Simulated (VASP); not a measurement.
A run of VASP 6.6.1 is set up as follows.

The input INCAR:

```
SYSTEM = BaTiO3
ALGO = Normal ; EDIFF = 1E-7
ENCUT = 520 ; GGA = PE
ISIF = 2 ; ISMEAR = -1
LASPH = .TRUE. ; LCHARG = .FALSE.
LREAL = .FALSE. ; LWAVE = .FALSE.
NBANDS = 28 ; NELM = 60
PREC = Accurate ; SIGMA = 0.05
```

Contents of KPOINTS:

```
k-points
0
G
  8 8 8
  0 0 0
```

File POSCAR:

```
BaTiO3
1.0
    4.0637820000      0.0000000000      0.0000000000
    0.0000000000      2.8937910000      2.8458000000
    0.0000000000     -2.8937910000      2.8458000000
Ba Ti O
1 1 3
Direct
    0.0000000000      0.0000000000      0.0000000000
    0.5000000000      0.5079000000      0.5079000000
    0.0000000000      0.4921000000      0.4921000000
    0.5000000000      0.5025100000      0.9937100000
    0.5000000000      0.9937100000      0.5025100000
```

Potentials or basis: VASP PAW PBE potentials, release 64 (Ba_sv, Ti_sv, O).

Launch:

```bash
$ cat potpaw_PBE.64/Ba_sv/POTCAR potpaw_PBE.64/Ti_sv/POTCAR potpaw_PBE.64/O/POTCAR > POTCAR
$ mpirun -np 1 vasp_std > vasp.out
```

Task: What does it give for the band gap on the k mesh?

Result: 1.73 eV, indirect (least direct gap 1.92 eV).

Task: What does it give for the largest force?

Result: 0.268 eV/Å.

Task: Estimate the pressure.

Result: -2.7 GPa.

Forces on the atoms (eV/Å):
```
Ba   0.000  0.000  0.074
Ti   0.000  0.000  0.268
O    0.000  0.000  0.129
O    0.000  0.091 -0.235
O    0.000 -0.091 -0.235
```

Caveat: the cell differs from its parent crystal (equal xx and yy strain of +2 %); spin-orbit coupling is left out, which moves the levels of the heavy elements. A k mesh can miss the band edges.
